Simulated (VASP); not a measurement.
The system is BP (d3).

```xyz
2
Lattice="0.0000 2.2690 2.2690 2.2690 0.0000 2.2690 2.2690 2.2690 0.0000" Properties=species:S:1:pos:R:3 pbc="T T T"
B     0.0000    0.0000    0.0000
P     1.1345    1.1345    1.1345
```

| Quantity | Value |
| --- | --- |
| Program | VASP 6.6.1 |
| Task | relaxation of cell and atoms |
| Functional | PBE |
| Dispersion | D3(BJ) |
| Potentials or basis | VASP PAW PBE potentials, release 64 (B, P) |
| Cutoff | 500 eV |
| k mesh | 10 × 10 × 10 |
| Occupations | gaussian, width 0.02 eV |
| Spin | no spin polarisation |

At the start: pressure -3.5 GPa; volume 11.68 Å³/atom.

Problem. How do energy, volume and symmetry change on relaxing?

Solution. Over 3 steps the energy falls by 2.8 meV/atom and the volume is 11.43 Å³/atom (-2.1 %); space group F-43m (No. 216, to 0.05 Å).

Step by step:
| step | energy change (eV) | largest force (eV/Å) | pressure (GPa) | volume (Å³) |
| --- | --- | --- | --- | --- |
| 1 | 0.0000 | 0.0000 | -3.54 | 23.36 |
| 2 | -0.0026 | 0.0000 | 2.79 | 22.50 |
| 3 | -0.0057 | 0.0000 | 0.00 | 22.86 |

Final structure:
```cif
data_structure
_symmetry_space_group_name_H-M 'P 1'
_symmetry_Int_Tables_number 1
_cell_length_a 3.1857
_cell_length_b 3.1857
_cell_length_c 3.1857
_cell_angle_alpha 60.000
_cell_angle_beta 60.000
_cell_angle_gamma 60.000
_cell_volume 22.86
loop_
_atom_site_label
_atom_site_type_symbol
_atom_site_fract_x
_atom_site_fract_y
_atom_site_fract_z
_atom_site_occupancy
B1 B 0.00000 0.00000 0.00000 1
P1 P 0.25000 0.25000 0.25000 1
```
